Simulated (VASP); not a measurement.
# Li2AlF5 in VASP: further runs

Li2AlF5 is run at these levels: PBE; tasks: single point.

Program: VASP 6.6.1. These are calculated values, not measurements. Logs are shortened: lines on timing, memory, paths and dates and some standing lists are left out, and cuts for length are marked.

## (1) The cell of the first run

The cell holds a disordered packing, 24 atoms: a = 6.194 Å, b = 6.266 Å, c = 6.245 Å, α = 90.23°, β = 93.52°, γ = 90.42°.

## (2) Single point, PBE

INCAR reads:

```
  ALGO = Normal
  EDIFF = 1E-6
  ENCUT = 520
  GGA = PE
  ISIF = 2
  ISMEAR = -1
  ISYM = 0
  LASPH = T
  LCHARG = F
  LREAL = Auto
  LWAVE = F
  NBANDS = 84
  NELM = 80
  PREC = Accurate
  SIGMA = 0.1637
```

KPOINTS reads:

```
k-points
0
Gamma
  1 1 1
```

POSCAR reads:

```
Li2AlF5
1.0
    6.1911310000     -0.0229290000     -0.1913040000
   -0.0229290000      6.2658620000     -0.0128380000
   -0.1913040000     -0.0128380000      6.2422390000
Al F Li
3 15 6
Direct
    0.5937020986      0.3620090366      0.2962821607
    0.0060285830      0.8282505899      0.6929169763
    0.5534689258      0.6426154792      0.9377958321
    0.5758898340      0.9012802615      0.9387882561
    0.6047381226      0.7274928260      0.2535140636
    0.8150779235      0.6362353399      0.6791492053
    0.3360854141      0.4502341115      0.8911596608
    0.7922770309      0.0002611524      0.5532968407
    0.8373067842      0.3757895279      0.4014422586
    0.5476527320      0.1375633508      0.1603710138
    0.0869234410      0.7441248502      0.4501911697
    0.0017371018      0.1624100161      0.8562796673
    0.7326197588      0.4659370958      1.0443452727
    0.2893283985      0.8835611069      0.7325871114
    0.3483149969      0.5057951964      0.2665046069
    0.9943376756      0.7257136011      1.0179239350
    0.4959173459      0.2656391861      0.5604138592
    0.1801486685      0.2025080998      0.3672829509
    0.0529515748      0.4092733467      0.1159981377
    0.4630287798      0.8968135827      0.5226173734
    0.1216128429      0.5170323296      0.4040166812
    0.6573868198      0.1807652378      0.8515198461
    1.0717878669      0.9784854043      0.1863599106
    0.2546019444      0.2700179161      0.6854051664
```

Potentials or basis: VASP PAW PBE potentials, release 64 (Al, F, Li_sv).

The run is started by

```bash
$ cat potpaw_PBE.64/Al/POTCAR potpaw_PBE.64/F/POTCAR potpaw_PBE.64/Li_sv/POTCAR > POTCAR
$ mpirun -np 1 vasp_gam > vasp.out
```

OUTCAR:

```text
EDIFF = 1E-6
   ENCUT = 520
   GGA = PE
   ISIF = 2
   ISMEAR = -1
   ISYM = 0
   LASPH = T
   LREAL = Auto
   NELM = 80
   PREC = Accurate

 ion  position               nearest neighbor table
   1  0.594  0.362  0.296-   9 1.61  10 1.65  15 1.77  17 1.89  13 1.95   5 2.31   3 2.85
   2  0.006  0.828  0.693-   6 1.68  11 1.71  14 1.79   8 1.89  16 2.14  12 2.33  21 2.78
   3  0.553  0.643  0.938-   4 1.63  13 1.68   7 1.81   5 2.05   6 2.36  14 2.53  15 2.62   1 2.85

   4  0.576  0.901  0.939-   3 1.63  22 1.91
   5  0.605  0.727  0.254-   3 2.05  20 2.21   1 2.31
   6  0.815  0.636  0.679-   2 1.68   3 2.36
   7  0.336  0.450  0.891-  24 1.76   3 1.81
   8  0.792  0.000  0.553-   2 1.89  20 2.13
   9  0.837  0.376  0.401-   1 1.61  21 1.96
  10  0.548  0.138  0.160-   1 1.65  22 2.10
  11  0.087  0.744  0.450-  21 1.47   2 1.71  23 2.21
  12  0.002  0.162  0.856-  24 2.06  22 2.14  19 2.24   2 2.33
  13  0.733  0.466  0.044-   3 1.68   1 1.95  19 2.04  22 2.18
  14  0.289  0.884  0.733-  20 1.75   2 1.79   3 2.53
  15  0.348  0.506  0.267-  21 1.69   1 1.77  19 2.09   3 2.62
  16  0.994  0.726  0.018-  23 1.94  19 2.11   2 2.14
  17  0.496  0.266  0.560-  24 1.73   1 1.89  22 2.09
  18  0.180  0.203  0.367-  23 1.89  21 2.02  24 2.05  19 2.15
  19  0.053  0.409  0.116-  21 1.94  13 2.04  15 2.09  16 2.11  18 2.15  12 2.24
  20  0.463  0.897  0.523-  14 1.75   8 2.13   5 2.21
  21  0.122  0.517  0.404-  11 1.47  15 1.69  19 1.94   9 1.96  18 2.02  24 2.45   2 2.78
  22  0.657  0.181  0.852-   4 1.91  17 2.09  10 2.10  12 2.14  13 2.18
  23  0.072  0.978  0.186-  18 1.89  16 1.94  11 2.21
  24  0.255  0.270  0.685-  17 1.73   7 1.76  18 2.05  12 2.06  21 2.45

IMPORTANT INFORMATION: All symmetrisations will be switched off!
NOSYMM: (Re-)initialisation of all symmetry stuff for point group C_1.

----------------------------------------------------------------------------------------

                                     Primitive cell

  volume of cell :     241.9200

  direct lattice vectors                    reciprocal lattice vectors
     6.191131000 -0.022929000 -0.191304000     0.161676747  0.000601787  0.004956096
    -0.022929000  6.265862000 -0.012838000     0.000601787  0.159597873  0.000346677
    -0.191304000 -0.012838000  6.242239000     0.004956096  0.000346677  0.160351530

  length of vectors
     6.194128350  6.265917104  6.245182925     0.161753811  0.159599384  0.160428477

  position of ions in fractional coordinates (direct lattice)
     0.593702099  0.362009037  0.296282161
     0.006028583  0.828250590  0.692916976
     0.553468926  0.642615479  0.937795832
     0.575889834  0.901280261  0.938788256
     0.604738123  0.727492826  0.253514064
     0.815077923  0.636235340  0.679149205
[... 16 lines left out ...]
     0.071787867  0.978485404  0.186359911
     0.254601944  0.270017916  0.685405166

  ion indices of the primitive-cell ions
   primitive index   ion index
                 1           1
                 2           2
                 3           3
                 4           4
                 5           5
                 6           6
[... 16 lines left out ...]
                23          23
                24          24

----------------------------------------------------------------------------------------

 KPOINTS: k-points

Automatic generation of k-mesh.
 Grid dimensions read from file:
 generate k-points for:    1    1    1

 Generating k-lattice:

  Cartesian coordinates                     Fractional coordinates (reciprocal lattice)
     0.161676747  0.000601787  0.004956096     1.000000000 -0.000000000  0.000000000
     0.000601787  0.159597873  0.000346677    -0.000000000  1.000000000  0.000000000
     0.004956096  0.000346677  0.160351530     0.000000000  0.000000000  1.000000000

  Length of vectors
     0.161753811  0.159599384  0.160428477

  Shift w.r.t. Gamma in fractional coordinates (k-lattice)
     0.000000000  0.000000000  0.000000000

 Subroutine IBZKPT returns following result:
 ===========================================

 Found      1 irreducible k-points:

 Following reciprocal coordinates:
            Coordinates               Weight
  0.000000  0.000000  0.000000      1.000000
   k-points           NKPTS =      1   k-points in BZ     NKDIM =      1   number of bands    NBANDS=     84
   number of dos      NEDOS =    301   number of ions     NIONS =     24
   total plane-waves  NPLWV = 110592
   dimension x,y,z NGX =    48 NGY =   48 NGZ =   48
   dimension x,y,z NGXF=    96 NGYF=   96 NGZF=   96
   ions per type =               3  15   6
   NGX,Y,Z   is equivalent  to a cutoff of  12.88, 12.74, 12.78 a.u.
   NGXF,Y,Z  is equivalent  to a cutoff of  25.77, 25.47, 25.56 a.u.
 SYSTEM =  unknown system
   PREC   = accura    normal or accurate (medium, high low for compatibility)
   ISTART =      0    job   : 0-new  1-cont  2-samecut
   ICHARG =      2    charge: 1-file 2-atom 10-const
   ISPIN  =      1    spin polarized calculation?
   LNONCOLLINEAR =      F non collinear calculations
   LSORBIT =      F    spin-orbit coupling
   LASPH  =      T    aspherical Exc in radial PAW
   ENCUT  =  520.0 eV  38.22 Ry    6.18 a.u.  11.52 11.65 11.61*2*pi/ulx,y,z
   NELM   =     80;   NELMIN=  2; NELMDL= -5     # of ELM steps
   EDIFF  = 0.1E-05   stopping-criterion for ELM
   LREAL  =      T    real-space projection
   EDIFFG = 0.1E-04   stopping-criterion for IOM
   NSW    =      0    number of steps for IOM
   IBRION =     -1    ionic relax: 0-MD 1-quasi-New 2-CG
   NFREE  =      0    steps in history (QN), initial steepest desc. (CG)
   ISIF   =      2    stress and relaxation
   ISYM   =      0    0-nonsym 1-usesym 2-fastsym
   POTIM  = 0.5000    time-step for ionic-motion
   TEBEG  =    0.0;   TEEND  =   0.0 temperature during run
   PSTRESS=    0.0 pullay stress
   NELECT =     132.0000    total number of electrons
   NUPDOWN=      -1.0000    fix difference up-down
   EMIN   =  10.00;   EMAX   =-10.00  energy-range for DOS
   EFERMI =   0.00;   METHOD = LEGACY
   ISMEAR =    -1;   SIGMA  =   0.16  broadening in eV -4-tet -1-fermi 0-gaus
   EFERMI_NEDOS =   21; number of points for ismear=-14 and -15
   IALGO  =     38    algorithm
   IMIX   =      4    mixing-type and parameters
     AMIX     =   0.40;   BMIX     =  1.00
     AMIX_MAG =   1.60;   BMIX_MAG =  1.00
  volume/ion in A,a.u.               =      10.08        68.02
  Fermi-wavevector in a.u.,A,eV,Ry     =   1.337752  2.527984 24.348711  1.789580
  Thomas-Fermi vector in A             =   2.466276
   LORBIT       =      0    0 simple, 1 ext, 2 COOP (PROOUT), +10 PAW based schemes
   GGA     = PE    functional components
   LHFCALC =     F    Hartree Fock is set to
   AEXX    =    0.0000 exact exchange contribution
   IVDW    =     0    specifies the selected vdW correction
   LEPSILON=     F    determine dielectric tensor
   LRPA    =     F    only Hartree local field effects (RPA)
 non-spin polarized calculation
  energy-cutoff  :      520.00
  volume of cell :      241.92
 maximum number of plane-waves:      3265
 NGX is ok and might be reduce to    48
   NGX = 23   NGY = 23   NGZ = 23

 number of electron     131.9999973 magnetization

 Free energy of the ion-electron system (eV)
  ---------------------------------------------------
  ext. energy  EPLUGINS =         0.00000000
  ---------------------------------------------------
  free energy    TOTEN  =      -115.22487519 eV

  energy without entropy =     -115.22482230  energy(sigma->0) =     -115.22484874

 E-fermi :   3.0774     XC(G=0):  -9.4685

 val. band max:        1.1064271191   @ k =   0.0000   0.0000   0.0000
 cond. band min:       5.0413425832   @ k =   0.0000   0.0000   0.0000
 fundamental gap:      3.9349154641
 Fermi energy:         3.0774290026

 k-point     1 :       0.0000    0.0000    0.0000
  band No.  band energies     occupation
      1     -43.2076      2.00000
      2     -42.6097      2.00000
      3     -42.5361      2.00000
      4     -42.3107      2.00000
      5     -42.2762      2.00000
      6     -42.2655      2.00000
[... 70 lines left out ...]
     77      11.1225      0.00000
     78      11.5891      0.00000
 [bands above 78 left out]

------------------------ aborting loop because EDIFF is reached ----------------------------------------

  FORCE on cell =-STRESS in cart. coord.  units (eV):
  Direction    XX          YY          ZZ          XY          YZ          ZX
  --------------------------------------------------------------------------------------
  -------------------------------------------------------------------------------------
  Total       15.5094017     23.3239064     13.9640804      1.5148275      5.9394131      4.7259631
  in kB      102.7149835    154.4685413     92.4806972     10.0323329     39.3352840     31.2989005
  external PRESSURE =     116.5547406 kB  Pullay stress =       0.0000000 kB

 VOLUME and BASIS-vectors are now :
 -----------------------------------------------------------------------------
  energy-cutoff  :      520.00
  volume of cell :      241.92
      direct lattice vectors                 reciprocal lattice vectors
     6.191131000 -0.022929000 -0.191304000     0.161676747  0.000601787  0.004956096
    -0.022929000  6.265862000 -0.012838000     0.000601787  0.159597873  0.000346677
    -0.191304000 -0.012838000  6.242239000     0.004956096  0.000346677  0.160351530

 POSITION                                       TOTAL-FORCE (eV/Angst)
 -----------------------------------------------------------------------------------
      3.61071      2.25088      1.73124        -2.615969      0.862890      1.621530
     -0.11422      5.18067      4.31357        -1.712682      3.248656      1.346891
      3.23246      4.00181      5.73982        -0.185765      0.608213      1.941062
      3.36515      5.62204      5.73840         1.614827      0.341956     -2.560643
      3.67883      4.54125      1.45747         0.445863     -0.099549      0.279879
      4.90174      3.95916      4.07532        -2.376822     -1.592496      1.283919
[... 16 lines left out ...]
      0.38636      6.12702      1.13701        -0.228182     -0.146334      0.205260
      1.43896      1.67726      4.22629        -1.196236     -1.131655     -0.241187
 -----------------------------------------------------------------------------------
    total drift:                               -0.001313      0.021419     -0.001523

  FREE ENERGIE OF THE ION-ELECTRON SYSTEM (eV)
  ---------------------------------------------------
  free  energy   TOTEN  =      -115.2248751891 eV

  energy  without entropy=     -115.2248222979  energy(sigma->0) =     -115.22484874
```

It took 60 s on 1 thread of AMD EPYC 7R13, shared host; peak memory 0.26 GiB.

What came out:

- Free energy: -115.2249 eV
- Largest force: 4.190 eV/Å

Forces in eV/Å, atoms in the order of the input:
```
Al  -2.616  0.863  1.622
Al  -1.713  3.249  1.347
Al  -0.186  0.608  1.941
F    1.615  0.342 -2.561
F    0.446 -0.100  0.280
F   -2.377 -1.592  1.284
F    1.097  1.616 -0.704
F    0.725 -0.984  0.999
F    2.882  0.503  0.447
F   -0.283  0.808  0.296
F    0.142  3.505 -0.711
F    0.345 -0.378  0.829
F    0.187 -2.476 -1.040
F   -1.627 -0.279  0.144
F   -0.577 -0.503 -0.546
F    1.507  1.298 -0.996
F    1.363  0.559  0.761
F   -1.451 -1.153 -0.431
Li   0.080 -0.392 -1.243
Li   1.339  0.486 -1.477
Li  -0.139 -4.187  0.076
Li   0.665 -0.516 -0.281
Li  -0.228 -0.146  0.205
Li  -1.196 -1.132 -0.241
```

Levels at points of the mesh, in eV from the Fermi level:
```
           k point  band 62  band 63  band 64  band 65  band 66  band 67  band 68  band 69  band 70  band 71
(0.00, 0.00, 0.00)    -3.20    -2.78    -2.73    -2.57    -1.97     1.96     4.64     5.52     5.98     6.22
```

Caveat: the k points lie up to 1.02 Å⁻¹ apart, too coarse for converged energies, forces and pressures; the cutoff is under 1.25 times the usual one of these potentials, so pressure, stress and relaxed cells hold a basis-set (Pulay) error; the atoms stand as in a frame of molecular dynamics.

## (3) Single point, PBE

INCAR reads:

```
ALGO     = Normal         # electronic algorithm
EDIFF    = 1E-6           # SCF threshold, eV
ENCUT    = 520            # plane-wave cutoff, eV
GGA      = PE             # functional
ISIF     = 2              # what is computed and relaxed
ISMEAR   = -1             # smearing method
ISYM     = 0            
LASPH    = T              # aspherical terms in the spheres
LCHARG   = F              # write CHGCAR
LREAL    = Auto         
LWAVE    = F              # write WAVECAR
NBANDS   = 84             # bands
NELM     = 80             # most SCF steps
PREC     = Accurate       # precision mode
SIGMA    = 0.1637         # smearing width, eV
```

KPOINTS is that of step 2.

POSCAR reads:

```
Li2AlF5
1.0
    6.1911310000     -0.0229290000     -0.1913040000
   -0.0229290000      6.2658620000     -0.0128380000
   -0.1913040000     -0.0128380000      6.2422390000
Al F Li
3 15 6
Direct
    0.5750987874      0.4056493699      0.3745546149
    0.0802761716      0.9053726558      0.8112219553
    0.5867037385      0.7115617363      1.0169118487
    0.7200901785      0.9169249689      0.9448022760
    0.5734968486      0.7255047723      0.2986504156
    0.9592636240      0.6464410091      0.7167937623
    0.3304202204      0.6568060075      0.8791555058
    0.7028881260      0.0341076816      0.6012232445
    0.8460826540      0.4002042655      0.3647663632
    0.5588648925      0.1484686476      0.2607761622
    0.1265157605      0.8664883781      0.5267737984
   -0.0380539469      0.2352823350      0.9743091673
    0.6564454637      0.4706585098      0.9939736298
    0.3304808820      1.0665918287      0.8046122906
    0.3012280532      0.4381662556      0.2739860345
    1.0249181298      0.8316289381      1.0878496306
    0.5778076594      0.4084322284      0.6346337219
    0.1075365640      0.2479598950      0.5443821494
    0.0059943620      0.4986006786      0.0178065564
    0.4049348382      0.9470969890      0.4846769701
    0.0211922254      0.5681097483      0.4540712956
    0.7839560451      0.2697777667      0.7812687618
    0.8358217650      1.0340144796      0.1856580187
    0.3032848739      0.3701434300      0.7204886758
```

Potentials or basis: VASP PAW PBE potentials, release 64 (Al, F, Li_sv).

The run is started by

```bash
$ cat potpaw_PBE.64/Al/POTCAR potpaw_PBE.64/F/POTCAR potpaw_PBE.64/Li_sv/POTCAR > POTCAR
$ mpirun -np 1 vasp_gam > vasp.out
```

It took 53 s on 1 thread of AMD EPYC 7R13, shared host; peak memory 0.26 GiB.

Results (log left out):

```yaml
Free_energy: -116.8004 eV
Largest_force: 4.211 eV/Å
```

Forces in eV/Å, atoms in the order of the input:
```
Al  -1.606 -1.504 -3.281
Al   0.504  0.761 -1.719
Al  -3.848  1.701  0.180
F   -1.017  0.976 -0.639
F    0.281 -0.374 -0.326
F   -1.130 -0.721  2.561
F    0.396  0.699  0.362
F    0.708 -0.430 -0.030
F   -1.472  0.548 -2.179
F   -0.446 -0.207 -0.578
F    0.807 -0.129 -0.847
F    1.805 -1.697  0.834
F    1.556 -2.627  0.532
F   -0.799 -1.056  1.564
F    0.501  1.072 -0.075
F    2.098 -0.799 -0.145
F   -1.358  1.165  1.472
F    0.594  0.638  1.197
Li   0.614  0.542  0.453
Li   0.582  0.888  0.194
Li   2.121  0.822  0.687
Li  -0.979 -0.695 -1.853
Li   0.448  1.280  1.243
Li  -0.362 -0.852  0.393
```

Levels at points of the mesh, in eV from the Fermi level:
| k point | band 64 | band 65 | band 66 | band 67 | band 68 | band 69 |
| --- | --- | --- | --- | --- | --- | --- |
| (0.00, 0.00, 0.00) | -2.28 | -2.17 | -1.83 | 1.80 | 3.99 | 5.12 |

Caveat: the k points lie up to 1.02 Å⁻¹ apart, too coarse for converged energies, forces and pressures; the cutoff is under 1.25 times the usual one of these potentials, so pressure, stress and relaxed cells hold a basis-set (Pulay) error; the atoms stand as in a frame of molecular dynamics.
